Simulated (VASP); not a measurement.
# AlGaN2 (P-4m2) in VASP: notebook, part 3 of 3

VASP 6.6.1. The steps go on from the part before.

## (5) Relaxation of cell and atoms, LDA, target pressure -2 GPa, at which the enthalpy is minimised

This run uses another cell than the first one, of 10.84 Å³/atom, 1.066 times its volume.

File INCAR:

```
SYSTEM = AlGaN2
ALGO = Normal ; EDIFF = 1E-7
EDIFFG = -0.008 ; ENCUT = 600
GGA = CA ; IBRION = 2
ISIF = 3 ; ISMEAR = 0
LASPH = .True. ; LCHARG = .False.
LREAL = .False. ; LWAVE = .False.
NELM = 100 ; NSW = 70
PREC = Accurate ; PSTRESS = -20.0
SIGMA = 0.02
```

File KPOINTS:

```
k-points
0
Gamma
  8 8 6
  0 0 0
```

File POSCAR:

```
AlGaN2
1.0
    3.1352576529      0.0000000000      0.0000000000
    0.0000000000      3.1352576529      0.0000000000
    0.0000000000      0.0000000000      4.4124368532
Al Ga N
1 1 2
Direct
    0.5000000000      0.5000000000      0.5000000000
    0.0000000000      0.0000000000      0.0000000000
    0.5000000000      0.0000000000      0.7400513254
    0.0000000000      0.5000000000      0.2599486746
```

Potentials or basis: VASP PAW LDA potentials, release 64 (Al, Ga_d, N).

Started as:

```
$ cat potpaw_LDA.64/Al/POTCAR potpaw_LDA.64/Ga_d/POTCAR potpaw_LDA.64/N/POTCAR > POTCAR
$ mpirun -np 1 vasp_std > vasp.out
```

OUTCAR:

```text
SYSTEM = AlGaN2
   EDIFF = 1E-7
   EDIFFG = -0.008
   ENCUT = 600
   GGA = CA
   IBRION = 2
   ISIF = 3
   ISMEAR = 0
   LASPH = .True.
   LREAL = .False.
   NELM = 100
   NSW = 70
   PREC = Accurate
   PSTRESS = -20.0

 ion  position               nearest neighbor table
   1  0.500  0.500  0.500-   3 1.89   4 1.89   3 1.89   4 1.89   2 3.13   2 3.13   2 3.13   2 3.13
                             2 3.13   2 3.13   2 3.13   2 3.13
   2  0.000  0.000  0.000-   3 1.94   4 1.94   4 1.94   3 1.94   1 3.13   1 3.13   1 3.13   1 3.13
                             1 3.13   1 3.13   1 3.13   1 3.13
   3  0.500  0.000  0.740-   1 1.89   1 1.89   2 1.94   2 1.94
   4  0.000  0.500  0.260-   1 1.89   1 1.89   2 1.94   2 1.94

  LATTYP: Found a simple tetragonal cell.
 ALAT       =     3.1352576529
 C/A-ratio  =     1.4073602050

  Lattice vectors:

 A1 = (   3.1352576529,   0.0000000000,   0.0000000000)
 A2 = (   0.0000000000,   3.1352576529,   0.0000000000)
 A3 = (   0.0000000000,   0.0000000000,   4.4124368532)

Analysis of symmetry for initial positions (statically):
=====================================================================
 Subroutine PRICEL returns:
 Original cell was already a primitive cell.

 Routine SETGRP: Setting up the symmetry group for a
 simple tetragonal supercell.

 Subroutine GETGRP returns: Found  8 space group operations
 (whereof  8 operations were pure point group operations)
 out of a pool of 16 trial point group operations.

The static configuration has the point symmetry D_2d.

Analysis of symmetry for dynamics (positions and initial velocities):
=====================================================================
 Subroutine PRICEL returns:
 Original cell was already a primitive cell.

 Routine SETGRP: Setting up the symmetry group for a
 simple tetragonal supercell.

 Subroutine GETGRP returns: Found  8 space group operations
 (whereof  8 operations were pure point group operations)
 out of a pool of 16 trial point group operations.

The dynamic configuration has the point symmetry D_2d.

 Subroutine INISYM returns: Found  8 space group operations
[... 126 lines left out ...]
   GGA     = CA    functional components
   LHFCALC =     F    Hartree Fock is set to
   AEXX    =    0.0000 exact exchange contribution
   IVDW    =     0    specifies the selected vdW correction
   LEPSILON=     F    determine dielectric tensor
   LRPA    =     F    only Hartree local field effects (RPA)
 conjugate gradient relaxation of ions
 non-spin polarized calculation
 Gauss-broadening in eV      SIGMA  =   0.02
  energy-cutoff  :      600.00
  volume of cell :       43.37
 maximum number of plane-waves:      1465
 NGX is ok and might be reduce to    28
   NGX = 13   NGY = 13   NGZ = 17

--------------------------------------- Ionic step        1  -------------------------------------------

 number of electron      25.9999999 magnetization

 Free energy of the ion-electron system (eV)
  ---------------------------------------------------
  ext. energy  EPLUGINS =         0.00000000
  ---------------------------------------------------
  free energy    TOTEN  =       -30.31101452 eV

  energy without entropy =      -30.31101452  energy(sigma->0) =      -30.31101452

------------------------ aborting loop because EDIFF is reached ----------------------------------------

  FORCE on cell =-STRESS in cart. coord.  units (eV):
  Direction    XX          YY          ZZ          XY          YZ          ZX
  --------------------------------------------------------------------------------------
  -------------------------------------------------------------------------------------
  Total       -0.8438661     -0.8438661     -0.8277871      0.0000000      0.0000000     -0.0000000
  in kB      -31.1716043    -31.1716043    -30.5776622      0.0000000      0.0000000     -0.0000000
  external PRESSURE =     -10.9736236 kB  Pullay stress =     -20.0000000 kB
[... 147 lines left out ...]
--------------------------------------- Ionic step        5  -------------------------------------------

 number of electron      25.9999999 magnetization

 Free energy of the ion-electron system (eV)
  ---------------------------------------------------
  ext. energy  EPLUGINS =         0.00000000
  ---------------------------------------------------
  free energy    TOTEN  =       -30.31485228 eV

  energy without entropy =      -30.31485228  energy(sigma->0) =      -30.31485228

 E-fermi :   5.6341     XC(G=0): -11.7798

 val. band max:        5.5148029777   @ k =   0.0000   0.0000   0.0000
 cond. band min:       8.4778237764   @ k =   0.0000   0.0000   0.0000
 fundamental gap:      2.9630207987
 Fermi energy:         5.6341390472

 k-point     1 :       0.0000    0.0000    0.0000
  band No.  band energies     occupation
      1      -9.9351      2.00000
      2      -8.5641      2.00000
      3      -7.5764      2.00000
      4      -7.5764      2.00000
      5      -7.5302      2.00000
      6      -7.3628      2.00000
[... 457 lines left out ...]
      4      -7.4648      2.00000
      5      -7.4645      2.00000
      6      -6.6894      2.00000
[... 9 lines left out ...]
     16      13.5077      0.00000
     17      14.1897      0.00000

 [... further k-points ...]
[... 5 lines left out ...]
  --------------------------------------------------------------------------------------
  -------------------------------------------------------------------------------------
  Total       -0.5459200     -0.5459200     -0.5433853      0.0000000      0.0000000      0.0000000
  in kB      -20.2773572    -20.2773572    -20.1832098      0.0000000      0.0000000      0.0000000
  external PRESSURE =      -0.2459747 kB  Pullay stress =     -20.0000000 kB
[... 23 lines left out ...]
  energy  without entropy=      -30.3148522807  energy(sigma->0) =      -30.31485228

  enthalpy is  TOTEN    =       -30.8533050918 eV   P V=       -0.5384528111

 reached required accuracy - stopping structural energy minimisation
```

OSZICAR:

```text
N       E                     dE             d eps       ncg     rms          rms(c)
DAV:   1     0.179055313504E+03    0.17906E+03   -0.14667E+04  2128   0.246E+03
DAV:   2    -0.156168056696E+02   -0.19467E+03   -0.18809E+03  2360   0.443E+02
DAV:   3    -0.345488776785E+02   -0.18932E+02   -0.18391E+02  2471   0.121E+02
[... 38 lines left out ...]
   4 F= -.30853301E+02 E0= -.30853301E+02  d E =-.853494E-03
       N       E                     dE             d eps       ncg     rms          rms(c)
DAV:   1    -0.303148515528E+02    0.17111E-04   -0.16384E-03  2051   0.303E-01    0.653E-03
DAV:   2    -0.303148528234E+02   -0.12706E-05   -0.27067E-05  2941   0.487E-02    0.413E-03
DAV:   3    -0.303148522813E+02    0.54207E-06   -0.16278E-06  2483   0.138E-02    0.123E-03
DAV:   4    -0.303148522807E+02    0.62255E-09   -0.28592E-07  2247   0.666E-03
   5 F= -.30853305E+02 E0= -.30853305E+02  d E =-.448909E-05
```

Wall time 73 s (1 thread of Intel Xeon Platinum 8559C (Emerald Rapids), shared host); peak memory 0.19 GiB.

What came out:

```yaml
Free_energy: -30.3149 eV
Relaxed_volume: 10.78 Å³/atom
Relaxed_cell: a = 3.129 Å, b = 3.129 Å, c = 4.405 Å, α = 90.00°, β = 90.00°, γ = 90.00°
Space_group_after_relaxing_to_0.05_Å: P-4m2 (No. 115)
Energy_change_on_relaxing_the_enthalpy_is_what_falls: -1.0 meV/atom
Ionic_steps: 5
Pressure_after_relaxing: -2.0 GPa
Band_gap_on_the_k_mesh: 2.96 eV, direct
```

The path:
| step | energy change (eV) | largest force (eV/Å) | pressure (GPa) | volume (Å³) |
| --- | --- | --- | --- | --- |
| 1 | 0.0000 | 0.0250 | -3.10 | 43.37 |
| 2 | -0.0060 | 0.0032 | -0.97 | 42.91 |
| 3 | -0.0039 | 0.0103 | -1.99 | 43.13 |
| 4 | -0.0039 | 0.0108 | -2.02 | 43.13 |
| 5 | -0.0038 | 0.0006 | -2.02 | 43.13 |

Final structure:
```
Al Ga N
1.0
     3.12933    0.00000    0.00000
     0.00000    3.12933    0.00000
     0.00000    0.00000    4.40479
Al Ga N
1 1 2
Direct
  0.50000 0.50000 0.50000
  0.00000 0.00000 0.00000
  0.50000 0.00000 0.73981
  0.00000 0.50000 0.26019
```

Levels at points of the mesh, in eV from the valence-band top:
```csv
k point,band 10,band 11,band 12,band 13,band 14,band 15,band 16,band 17
"(0.00, 0.00, 0.00)",-2.37,-0.22,0.00,0.00,2.96,3.48,7.51,11.17
"(0.50, 0.00, 0.00)",-3.00,-2.92,-0.99,-0.72,7.13,7.14,7.96,8.36
"(0.50, 0.50, 0.00)",-2.34,-2.31,-2.31,-2.29,3.24,3.24,6.27,8.66
"(0.00, 0.00, 0.50)",-1.59,-1.59,-1.02,-1.02,5.25,5.38,7.91,9.14
"(0.50, 0.00, 0.50)",-0.97,-0.88,-0.62,-0.59,5.21,6.58,9.13,9.43
"(0.50, 0.50, 0.50)",-4.06,-3.31,-3.30,-3.30,6.13,6.13,8.87,10.83
```

Caveat: the cell is relaxed towards a set pressure, so the enthalpy falls and the energy may rise.

## (6) Summary

| cell | gap on the mesh (eV) | pressure (GPa) |
| --- | --- | --- |
| relaxed to 10 GPa from a = 3.069, b = 3.069, c = 4.319 Å, 4 atoms | 3.26 | 10.0 |
| relaxed to 5 GPa from a = 3.091, b = 3.091, c = 4.350 Å, 4 atoms | 3.21 | 5.0 |
| relaxed to 2 GPa from a = 3.095, b = 3.095, c = 4.356 Å, 4 atoms | 3.11 | 2.0 |
| relaxed to -2 GPa from a = 3.135, b = 3.135, c = 4.412 Å, 4 atoms | 2.96 | -2.0 |

Alike in all rows: task relaxation of cell and atoms; level LDA; potentials or basis VASP PAW LDA potentials, release 64 (Al, Ga_d, N); no spin polarisation; k mesh 8 × 8 × 6; cutoff (eV) 600; smearing gaussian 0.02 eV.

Caveats: the cell is relaxed towards a set pressure, so the enthalpy falls and the energy may rise.

Absolute energies hang on the potentials; compare differences alone.
